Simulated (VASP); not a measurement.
Runs of VASP 6.6.1 on Br. The structure is that of space group Pm-3m (No. 221), or close to it. The cells are those of the table. 

| cell | gap on the mesh (eV) | pressure (GPa) |
| --- | --- | --- |
| a = 3.059 Å, 1 atom | none | 1.3 |
| a = 3.080 Å, 1 atom | none | (a) |
| a = 3.101 Å, 1 atom | none | 0.0 |
| a = 3.037 Å, 1 atom | none | 2.1 |

Alike in all rows: task single point; level PBE; potentials or basis VASP PAW PBE potentials, release 64 (Br); no spin polarisation; k mesh 35 × 35 × 35; cutoff (eV) 520; smearing fermi-dirac 0.0612256 eV.

Fill in the values left out.

(a) 0.6.

Caveats: an odd number of electrons without spin polarisation forces a metal; a magnetic or distorted state may lie lower.

A k mesh can miss the band edges, and the runs leave out spin-orbit coupling on Br.

A gap of «none» marks levels without a gap at the run's occupations.
